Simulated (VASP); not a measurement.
SnO2: single point with r2SCAN

SnO2:

```
CELL_PARAMETERS angstrom
4.75920 0.00000 0.00000
0.00000 4.75920 0.00000
0.00000 0.00000 3.20127
ATOMIC_POSITIONS crystal
Sn 0.50000 0.50000 0.50000
Sn 0.00000 0.00000 0.00000
O 0.19406 0.80594 0.50000
O 0.80594 0.19406 0.50000
O 0.30594 0.30594 0.00000
O 0.69406 0.69406 0.00000
```

```
Program             : VASP 6.6.1
Task                : single point
Functional          : r2SCAN
Potentials or basis : VASP PAW PBE potentials, release 64 (Sn_d, O)
Cutoff              : 520 eV
k mesh              : 6 × 6 × 8
Occupations         : gaussian, width 0.02 eV
Spin                : no spin polarisation
```

The pressure is 1.1 GPa. The largest force is 0.032 eV/Å and the band gap on the k mesh is 1.80 eV, direct.

Forces on the atoms (eV/Å):
```
Sn   0.000  0.000  0.000
Sn   0.000  0.000  0.000
O    0.022 -0.022  0.000
O   -0.022  0.022  0.000
O   -0.022 -0.022  0.000
O    0.022  0.022  0.000
```

Stress tensor (GPa, compression positive):
```
0.97 0.00 0.00
0.00 0.97 0.00
0.00 0.00 1.42
```

Levels at points of the mesh, in eV from the valence-band top:
```
           k point  band 24  band 25  band 26  band 27  band 28  band 29
(0.00, 0.00, 0.00)    -0.78    -0.78     0.00     1.80     6.81     7.05
(0.50, 0.00, 0.00)    -1.17    -0.62    -0.62     5.01     5.01     7.80
(0.50, 0.50, 0.00)    -1.30    -0.92    -0.92     5.44     5.44     8.22
(0.00, 0.00, 0.50)    -1.67    -1.27    -1.27     6.87     6.87    10.53
(0.50, 0.00, 0.50)    -1.11    -0.69    -0.69     7.15     7.15     8.85
(0.50, 0.50, 0.50)    -0.96    -0.85    -0.85     5.53     5.53     9.65
```

Wall time 4.7 min on 1 thread of Intel(R) Xeon(R) Platinum 8259CL CPU @ 2.50GHz (Skylake/Cascade Lake) (shared host), peak memory 0.24 GiB.

Caveat: the PAW data sets were made with another functional, which shifts forces and pressure a little; spin-orbit coupling is left out, which moves the levels of the heavy elements. r2SCAN opens gaps a little over a GGA but as a rule still falls short of measured ones.
